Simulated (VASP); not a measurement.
# KMgF3 in VASP: further runs

The runs below take KMgF3 through single point, with PBEsol.

All numbers are computed with VASP 6.6.1; they aren't measurements. Logs are shortened: lines on timing, memory, paths and dates and some standing lists are left out, and cuts for length are marked.

### Step 1. The cell of the first run

The structure is cubic, space group Pm-3m (No. 221). The conventional cell has a = 3.991 Å, b = 3.991 Å, c = 3.991 Å, α = 90.00°, β = 90.00°, γ = 90.00°. Within 3.7 Å of K (site symmetry m-3m) lie 12 F at 2.82 Å and 8 Mg at 3.46 Å. Within 2.6 Å of Mg (site symmetry m-3m) lie 6 F at 2.00 Å. F (site symmetry 4/mmm) has 2 Mg at 2.00 Å within 2.6 Å.

### Step 2. Single point, PBEsol

INCAR reads:

```
SYSTEM = KMgF3
  PREC = Accurate
  ENCUT = 600
  EDIFF = 1E-6
  ISMEAR = 0
  SIGMA = 0.02
  LREAL = .False.
  LASPH = .True.
  NELM = 120
  ALGO = Normal
  ISIF = 2
  LWAVE = .False.
  LCHARG = .True.
  GGA = PS
  LELF = .True.
  LVHAR = .True.
  NBANDS = 24
  GGA_COMPAT = .False.
```

KPOINTS reads:

```
Automatic mesh
0
Gamma
  6 6 6
  0 0 0
```

POSCAR reads:

```
KMgF3
1.0
    3.9912537783      0.0000000000      0.0000000000
    0.0000000000      3.9912537783      0.0000000000
    0.0000000000      0.0000000000      3.9912537783
K Mg F
1 1 3
Direct
    0.5000000000      0.5000000000      0.5000000000
    0.0000000000      0.0000000000      0.0000000000
    0.0000000000      0.5000000000      0.0000000000
    0.0000000000      0.0000000000      0.5000000000
    0.5000000000      0.0000000000      0.0000000000
```

Potentials or basis: VASP PAW PBE potentials, release 64 (K_sv, Mg, F).

Started as:

```bash
cat potpaw_PBE.64/K_sv/POTCAR potpaw_PBE.64/Mg/POTCAR potpaw_PBE.64/F/POTCAR > POTCAR
mpirun -np 1 vasp_std > vasp.out
```

OUTCAR:

```text
SYSTEM = KMgF3
   PREC = Accurate
   ENCUT = 600
   EDIFF = 1E-6
   ISMEAR = 0
   LREAL = .False.
   LASPH = .True.
   NELM = 120
   ISIF = 2
   GGA = PS

 ion  position               nearest neighbor table
   1  0.500  0.500  0.500-   3 2.82   4 2.82   5 2.82   3 2.82   5 2.82   4 2.82   5 2.82   5 2.82
                             3 2.82   4 2.82   3 2.82   4 2.82   2 3.46   2 3.46   2 3.46   2 3.46
   2  0.000  0.000  0.000-   3 2.00   4 2.00   5 2.00   4 2.00   3 2.00   5 2.00   1 3.46   1 3.46
                             1 3.46   1 3.46   1 3.46   1 3.46   1 3.46   1 3.46
   3  0.000  0.500  0.000-   2 2.00   2 2.00   1 2.82   1 2.82   1 2.82   1 2.82
   4  0.000  0.000  0.500-   2 2.00   2 2.00   1 2.82   1 2.82   1 2.82   1 2.82
   5  0.500  0.000  0.000-   2 2.00   2 2.00   1 2.82   1 2.82   1 2.82   1 2.82

  LATTYP: Found a simple cubic cell.
 ALAT       =     3.9912537783

  Lattice vectors:

 A1 = (   3.9912537783,   0.0000000000,   0.0000000000)
 A2 = (   0.0000000000,   3.9912537783,   0.0000000000)
 A3 = (   0.0000000000,   0.0000000000,   3.9912537783)

Analysis of symmetry for initial positions (statically):
=====================================================================
 Subroutine PRICEL returns:
 Original cell was already a primitive cell.

 Routine SETGRP: Setting up the symmetry group for a
 simple cubic supercell.

 Subroutine GETGRP returns: Found 48 space group operations
 (whereof 48 operations were pure point group operations)
 out of a pool of 48 trial point group operations.

The static configuration has the point symmetry O_h .

Analysis of symmetry for dynamics (positions and initial velocities):
=====================================================================
 Subroutine PRICEL returns:
 Original cell was already a primitive cell.

 Routine SETGRP: Setting up the symmetry group for a
 simple cubic supercell.

 Subroutine GETGRP returns: Found 48 space group operations
 (whereof 48 operations were pure point group operations)
 out of a pool of 48 trial point group operations.

The dynamic configuration has the point symmetry O_h .

 Subroutine INISYM returns: Found 48 space group operations
 (whereof 48 operations are pure point group operations),
 and found     1 'primitive' translations

----------------------------------------------------------------------------------------

                                     Primitive cell

  volume of cell :      63.5811

  direct lattice vectors                    reciprocal lattice vectors
     3.991253778  0.000000000  0.000000000     0.250547837  0.000000000  0.000000000
     0.000000000  3.991253778  0.000000000     0.000000000  0.250547837  0.000000000
     0.000000000  0.000000000  3.991253778     0.000000000  0.000000000  0.250547837

  length of vectors
     3.991253778  3.991253778  3.991253778     0.250547837  0.250547837  0.250547837

  position of ions in fractional coordinates (direct lattice)
     0.500000000  0.500000000  0.500000000
     0.000000000  0.000000000  0.000000000
     0.000000000  0.500000000  0.000000000
     0.000000000  0.000000000  0.500000000
     0.500000000  0.000000000  0.000000000

  ion indices of the primitive-cell ions
   primitive index   ion index
                 1           1
                 2           2
                 3           3
                 4           4
                 5           5

----------------------------------------------------------------------------------------

 KPOINTS: Automatic mesh

Automatic generation of k-mesh.
 Grid dimensions read from file:
 generate k-points for:    6    6    6

 Generating k-lattice:

  Cartesian coordinates                     Fractional coordinates (reciprocal lattice)
     0.041757973  0.000000000  0.000000000     0.166666667  0.000000000  0.000000000
     0.000000000  0.041757973  0.000000000     0.000000000  0.166666667  0.000000000
     0.000000000  0.000000000  0.041757973     0.000000000  0.000000000  0.166666667

  Length of vectors
     0.041757973  0.041757973  0.041757973

  Shift w.r.t. Gamma in fractional coordinates (k-lattice)
     0.000000000  0.000000000  0.000000000

 Subroutine IBZKPT returns following result:
 ===========================================

 Found     20 irreducible k-points:

 Following reciprocal coordinates:
            Coordinates               Weight
  0.000000  0.000000  0.000000      1.000000
  0.166667  0.000000  0.000000      6.000000
  0.333333  0.000000  0.000000      6.000000
  0.500000  0.000000  0.000000      3.000000
  0.166667  0.166667  0.000000     12.000000
  0.333333  0.166667  0.000000     24.000000
[... 12 lines left out ...]
  0.500000  0.500000  0.333333      6.000000
  0.500000  0.500000  0.500000      1.000000
   k-points           NKPTS =     20   k-points in BZ     NKDIM =     20   number of bands    NBANDS=     24
   number of dos      NEDOS =    301   number of ions     NIONS =      5
   total plane-waves  NPLWV =  32768
   dimension x,y,z NGX =    32 NGY =   32 NGZ =   32
   dimension x,y,z NGXF=    64 NGYF=   64 NGZF=   64
   ions per type =               1   1   3
   NGX,Y,Z   is equivalent  to a cutoff of  13.33, 13.33, 13.33 a.u.
   NGXF,Y,Z  is equivalent  to a cutoff of  26.66, 26.66, 26.66 a.u.
 SYSTEM =  KMgF3
   PREC   = accura    normal or accurate (medium, high low for compatibility)
   ISTART =      0    job   : 0-new  1-cont  2-samecut
   ICHARG =      2    charge: 1-file 2-atom 10-const
   ISPIN  =      1    spin polarized calculation?
   LNONCOLLINEAR =      F non collinear calculations
   LSORBIT =      F    spin-orbit coupling
   LASPH  =      T    aspherical Exc in radial PAW
   ENCUT  =  600.0 eV  44.10 Ry    6.64 a.u.   7.97  7.97  7.97*2*pi/ulx,y,z
   NELM   =    120;   NELMIN=  2; NELMDL= -5     # of ELM steps
   EDIFF  = 0.1E-05   stopping-criterion for ELM
   LREAL  =      F    real-space projection
   EDIFFG = 0.1E-04   stopping-criterion for IOM
   NSW    =      0    number of steps for IOM
   IBRION =     -1    ionic relax: 0-MD 1-quasi-New 2-CG
   NFREE  =      0    steps in history (QN), initial steepest desc. (CG)
   ISIF   =      2    stress and relaxation
   ISYM   =      2    0-nonsym 1-usesym 2-fastsym
   POTIM  = 0.5000    time-step for ionic-motion
   TEBEG  =    0.0;   TEEND  =   0.0 temperature during run
   PSTRESS=    0.0 pullay stress
   NELECT =      32.0000    total number of electrons
   NUPDOWN=      -1.0000    fix difference up-down
   EMIN   =  10.00;   EMAX   =-10.00  energy-range for DOS
   EFERMI =   0.00;   METHOD = LEGACY
   ISMEAR =     0;   SIGMA  =   0.02  broadening in eV -4-tet -1-fermi 0-gaus
   EFERMI_NEDOS =   21; number of points for ismear=-14 and -15
   IALGO  =     38    algorithm
   IMIX   =      4    mixing-type and parameters
     AMIX     =   0.40;   BMIX     =  1.00
     AMIX_MAG =   1.60;   BMIX_MAG =  1.00
  volume/ion in A,a.u.               =      12.72        85.81
  Fermi-wavevector in a.u.,A,eV,Ry     =   1.302213  2.460826 23.072211  1.695760
  Thomas-Fermi vector in A             =   2.433296
   LORBIT       =      0    0 simple, 1 ext, 2 COOP (PROOUT), +10 PAW based schemes
   GGA     = PS    functional components
   LHFCALC =     F    Hartree Fock is set to
   AEXX    =    0.0000 exact exchange contribution
   IVDW    =     0    specifies the selected vdW correction
   LEPSILON=     F    determine dielectric tensor
   LRPA    =     F    only Hartree local field effects (RPA)
 non-spin polarized calculation
 Gauss-broadening in eV      SIGMA  =   0.02
  energy-cutoff  :      600.00
  volume of cell :       63.58
 maximum number of plane-waves:      2176
 NGX is ok and might be reduce to    32
   NGX = 15   NGY = 15   NGZ = 15

 number of electron      32.0000014 magnetization

 Free energy of the ion-electron system (eV)
  ---------------------------------------------------
  ext. energy  EPLUGINS =         0.00000000
  ---------------------------------------------------
  free energy    TOTEN  =       -25.27039557 eV

  energy without entropy =      -25.27039557  energy(sigma->0) =      -25.27039557

 E-fermi :  -1.6108     XC(G=0):  -9.9236

 val. band max:       -1.7295389555   @ k =   0.5000   0.5000   0.5000
 cond. band min:       5.3654202590   @ k =   0.0000   0.0000   0.0000
 fundamental gap:      7.0949592145
 Fermi energy:        -1.6107927922

 k-point     1 :       0.0000    0.0000    0.0000
  band No.  band energies     occupation
      1     -27.2118      2.00000
      2     -21.7305      2.00000
      3     -21.0653      2.00000
      4     -21.0653      2.00000
      5     -10.7761      2.00000
      6     -10.7761      2.00000
[... 16 lines left out ...]
     23      12.0938      0.00000
     24      14.9471      0.00000

 k-point     2 :       0.1667    0.0000    0.0000
  band No.  band energies     occupation
      1     -27.2045      2.00000
      2     -21.6999      2.00000
      3     -21.1033      2.00000
      4     -21.0632      2.00000
      5     -10.7722      2.00000
      6     -10.7618      2.00000
[... 16 lines left out ...]
     23      12.0875      0.00000
     24      14.8491      0.00000

 k-point     3 :       0.3333    0.0000    0.0000
  band No.  band energies     occupation
      1     -27.1899      2.00000
      2     -21.6251      2.00000
      3     -21.1928      2.00000
      4     -21.0588      2.00000
      5     -10.7645      2.00000
      6     -10.7327      2.00000
[... 16 lines left out ...]
     23      12.0700      0.00000
     24      14.4843      0.00000
[... 406 lines left out ...]
 k-point    19 :       0.5000    0.5000    0.3333
  band No.  band energies     occupation
      1     -27.1511      2.00000
      2     -21.2647      2.00000
      3     -21.2566      2.00000
      4     -21.2566      2.00000
      5     -10.9398      2.00000
      6     -10.9398      2.00000
[... 16 lines left out ...]
     23      12.8170      0.00000
     24      12.8170      0.00000

 k-point    20 :       0.5000    0.5000    0.5000
  band No.  band energies     occupation
      1     -27.1476      2.00000
      2     -21.2513      2.00000
      3     -21.2513      2.00000
      4     -21.2513      2.00000
      5     -10.9684      2.00000
      6     -10.9684      2.00000
[... 16 lines left out ...]
     23      13.1828      0.00000
     24      13.1828      0.00000

------------------------ aborting loop because EDIFF is reached ----------------------------------------

  FORCE on cell =-STRESS in cart. coord.  units (eV):
  Direction    XX          YY          ZZ          XY          YZ          ZX
  --------------------------------------------------------------------------------------
  -------------------------------------------------------------------------------------
  Total       -0.1896911     -0.1896911     -0.1896911      0.0000000      0.0000000     -0.0000000
  in kB       -4.7800169     -4.7800169     -4.7800169      0.0000000      0.0000000     -0.0000000
  external PRESSURE =      -4.7800169 kB  Pullay stress =       0.0000000 kB

 VOLUME and BASIS-vectors are now :
 -----------------------------------------------------------------------------
  energy-cutoff  :      600.00
  volume of cell :       63.58
      direct lattice vectors                 reciprocal lattice vectors
     3.991253778  0.000000000  0.000000000     0.250547837  0.000000000  0.000000000
     0.000000000  3.991253778  0.000000000     0.000000000  0.250547837  0.000000000
     0.000000000  0.000000000  3.991253778     0.000000000  0.000000000  0.250547837

 POSITION                                       TOTAL-FORCE (eV/Angst)
 -----------------------------------------------------------------------------------
      1.99563      1.99563      1.99563         0.000000      0.000000      0.000000
      0.00000      0.00000      0.00000         0.000000      0.000000      0.000000
      0.00000      1.99563      0.00000         0.000000      0.000000      0.000000
      0.00000      0.00000      1.99563         0.000000      0.000000      0.000000
      1.99563      0.00000      0.00000         0.000000      0.000000      0.000000
 -----------------------------------------------------------------------------------
    total drift:                                0.000000      0.000000     -0.000000

  FREE ENERGIE OF THE ION-ELECTRON SYSTEM (eV)
  ---------------------------------------------------
  free  energy   TOTEN  =       -25.2703955669 eV

  energy  without entropy=      -25.2703955669  energy(sigma->0) =      -25.27039557
```

Run time: 20 s. Hardware: 1 thread of AMD EPYC 9R45 (Zen 5), shared host; peak memory 0.17 GiB.

Results:

| Property | Result |
| --- | --- |
| Free energy | -25.2704 eV |
| Pressure | -0.5 GPa |
| Band gap on the k mesh | 7.09 eV (least direct gap 7.42 eV) |

Levels at points of the mesh, in eV from the valence-band top:
```
           k point  band 13  band 14  band 15  band 16  band 17  band 18  band 19  band 20
(0.00, 0.00, 0.00)    -0.63    -0.32    -0.32    -0.32     7.09     9.94     9.94    12.13
(0.50, 0.00, 0.00)    -0.87    -0.87    -0.53    -0.53     9.93    10.25    11.00    12.72
(0.50, 0.50, 0.00)    -1.05    -0.90    -0.90    -0.02    10.79    11.56    12.41    12.41
(0.50, 0.50, 0.50)    -1.13     0.00     0.00     0.00    10.29    10.29    10.29    13.77
```

Caveat: the PAW data sets were made with another functional, which shifts forces and pressure a little.

### Step 3. Single point, PBEsol

INCAR reads:

```
  PREC = Accurate
  ENCUT = 600
  EDIFF = 1E-6
  ISMEAR = 0
  SIGMA = 0.02
  LREAL = False
  LASPH = True
  NELM = 120
  ALGO = Normal
  ISIF = 2
  LWAVE = False
  LCHARG = False
  GGA = PS
  NBANDS = 24
  GGA_COMPAT = False
```

KPOINTS reads:

```
regular mesh
0
Gamma
  6 6 6
```

POSCAR is that of step 2.

Potentials or basis: VASP PAW PBE potentials, release 64 (K_sv, Mg, F).

Started as:

```bash
cat potpaw_PBE.64/K_sv/POTCAR potpaw_PBE.64/Mg/POTCAR potpaw_PBE.64/F/POTCAR > POTCAR
mpirun -np 1 vasp_std > vasp.out
```

Run time: 20 s. Hardware: 1 thread of AMD EPYC 9R45 (Zen 5), shared host; peak memory 0.16 GiB.

Results (log left out):

```yaml
Free_energy: -25.2704 eV
Pressure: -0.5 GPa
Band_gap_on_the_k_mesh: 7.09 eV (least direct gap 7.42 eV)
```

Levels at points of the mesh, in eV from the valence-band top:
| k point | band 14 | band 15 | band 16 | band 17 | band 18 | band 19 |
| --- | --- | --- | --- | --- | --- | --- |
| (0.00, 0.00, 0.00) | -0.32 | -0.32 | -0.32 | 7.09 | 9.94 | 9.94 |
| (0.50, 0.00, 0.00) | -0.87 | -0.53 | -0.53 | 9.93 | 10.25 | 11.00 |
| (0.50, 0.50, 0.00) | -0.90 | -0.90 | -0.02 | 10.79 | 11.56 | 12.41 |
| (0.50, 0.50, 0.50) | 0.00 | 0.00 | 0.00 | 10.29 | 10.29 | 10.29 |

Caveat: the PAW data sets were made with another functional, which shifts forces and pressure a little. A k mesh can miss the band edges.

(Continued in part 2 of 2.)
